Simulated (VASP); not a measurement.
Wanted: the native input for a VASP 6.6.1 run.

```
Task                   : single point
Functional             : LDA
Potentials or basis    : VASP PAW LDA potentials, release 64 (Ni, O)
Cutoff                 : 520 eV
k mesh                 : 12 × 12 × 6
Occupations            : gaussian, width 0.05 eV
Spin                   : no spin polarisation
Dipole correction      : no
Further INCAR settings : ALGO = Normal; EDIFF = 1e-07; NBANDS = 18
```

The structure of NiO2 lies in POSCAR:

```
NiO2
1.0
    2.7627792314      0.0000000000      0.0000000000
   -1.3813896157      2.3926369995      0.0000000000
    0.0000000000      0.0000000000      4.2061363981
Ni O
1 2
Direct
    0.0000000000      0.0000000000      0.5000000000
    0.6666666667      0.3333333333      0.6948483030
    0.3333333333      0.6666666667      0.3051516970
```

This cell differs from its parent crystal: c/a of the conventional cell at fixed volume 1.5224.

One way to write it, as run:

INCAR

```
SYSTEM = NiO2
  PREC = Accurate
  ENCUT = 520
  EDIFF = 1E-7
  ISMEAR = 0
  SIGMA = 0.05
  LREAL = .FALSE.
  LASPH = .TRUE.
  NELM = 100
  ALGO = Normal
  ISIF = 2
  LWAVE = .FALSE.
  LCHARG = .FALSE.
  NBANDS = 18
```

KPOINTS

```
Automatic mesh
0
G
  12 12 6
  0 0 0
```

Potentials or basis: VASP PAW LDA potentials, release 64 (Ni, O).

Run with:

```bash
$ cat potpaw_LDA.64/Ni/POTCAR potpaw_LDA.64/O/POTCAR > POTCAR
$ mpirun -np 1 vasp_std > vasp.out
```

Results of the run:

```
Pressure               : 20.2 GPa
Largest force          : 2.295 eV/Å
Band gap on the k mesh : 0.74 eV, indirect (least direct gap 1.27 eV)
```

Caveat: forces of over 1 eV/Å act on the atoms, so gaps and moduli don't describe the material at rest.

Wall time 70 s on 1 thread of Intel(R) Xeon(R) Platinum 8375C CPU @ 2.90GHz (Ice Lake), on a shared host, peak memory 0.17 GiB.
